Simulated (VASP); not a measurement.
Set up this calculation in VASP 6.6.1, as the native input.

```
Task                   : single point
Functional             : RPBE
Potentials or basis    : VASP PAW PBE potentials, release 64 (In_d, P)
Cutoff                 : 520 eV
k mesh                 : 8 × 8 × 8
Occupations            : fermi-dirac, width 0.05 eV
Spin                   : no spin polarisation
Dipole correction      : no
Further INCAR settings : ALGO = Normal; EDIFF = 1e-07; NBANDS = 16
```

The structure of InP lies in POSCAR:

```
InP
1.0
    0.0000000000      2.9305000000      2.9305000000
    2.9305000000      0.0000000000      2.9305000000
    2.9305000000      2.9305000000      0.0000000000
In P
1 1
Direct
    0.0000000000      0.0000000000      0.0000000000
    0.7500000000      0.7500000000      0.7500000000
```

The input as run:

INCAR

```
PREC = Accurate
ENCUT = 520
EDIFF = 1E-7
ISMEAR = -1
SIGMA = 0.05
LREAL = F
LASPH = T
NELM = 80
ALGO = Normal
ISIF = 2
LWAVE = F
LCHARG = F
GGA = RP
NBANDS = 16
```

KPOINTS

```
Automatic mesh
0
Gamma
  8 8 8
```

Potentials or basis: VASP PAW PBE potentials, release 64 (In_d, P).

Run with:

```console
$ cat potpaw_PBE.64/In_d/POTCAR potpaw_PBE.64/P/POTCAR > POTCAR
$ mpirun -np 1 vasp_std > vasp.out
```

It gave:

```
Pressure               : 5.1 GPa
Band gap on the k mesh : 0.84 eV, direct
```

Caveat: the PAW data sets were made with another functional, which shifts forces and pressure a little; spin-orbit coupling is left out, which moves the levels of the heavy elements.

Run time: 18 s on 1 thread of Intel(R) Xeon(R) Platinum 8259CL CPU @ 2.50GHz (Skylake/Cascade Lake), with other jobs on the host, peak memory 0.18 GiB.
